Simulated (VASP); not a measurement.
The system is PIr (rocksalt type).

```
Ir P
1.0
     0.00000    2.36902    2.36902
     2.36902    0.00000    2.36902
     2.36902    2.36902    0.00000
Ir P
1 1
Direct
  0.00000 0.00000 0.00000
  0.50000 0.50000 0.50000
```

| Item | Value |
| --- | --- |
| Program | VASP 6.6.1 |
| Task | relaxation of cell and atoms |
| Functional | PBE |
| Potentials or basis | VASP PAW PBE potentials, release 64 (Ir, P) |
| Cutoff | 600 eV |
| k mesh | 13 × 13 × 13 |
| Occupations | fermi-dirac, width 0.05 eV |
| Spin | no spin polarisation |

At the start: pressure 33.7 GPa; volume 13.30 Å³/atom.

Question: How do energy, volume and symmetry change on relaxing?

Answer: Over 19 steps the energy falls by 160.0 meV/atom and the volume is 15.00 Å³/atom (+12.8 %); space group Fm-3m (No. 225, to 0.05 Å).

Step by step:
```tsv
step	energy change (eV)	largest force (eV/Å)	pressure (GPa)	volume (Å³)
1	0.0000	0.0000	33.71	26.59
2	0.6970	0.0000	-28.27	38.88
3	-0.3178	0.0000	-2.16	30.34
4	-0.3200	0.0000	-0.41	30.07
5	-0.3201	0.0000	0.10	30.00
6	-0.3201	0.0000	0.10	30.00
7	-0.3201	0.0000	0.09	30.00
8	-0.3201	0.0000	0.09	30.00
9	-0.3201	0.0000	0.09	30.00
10	-0.3201	0.0000	0.09	30.00
11	-0.3201	0.0000	0.09	30.00
12	-0.3201	0.0000	0.09	30.00
13	-0.3201	0.0000	0.09	30.00
14	-0.3201	0.0000	0.09	30.00
15	-0.3201	0.0000	0.09	30.00
16	-0.3201	0.0000	0.09	30.00
17	-0.3201	0.0000	0.08	30.00
18	-0.3201	0.0000	0.07	30.00
19	-0.3201	0.0000	0.05	30.00
```

Final structure:
```
Ir P
1.0
     0.00000    2.46633    2.46633
     2.46633    0.00000    2.46633
     2.46633    2.46633    0.00000
Ir P
1 1
Direct
  0.00000 0.00000 0.00000
  0.50000 0.50000 0.50000
```
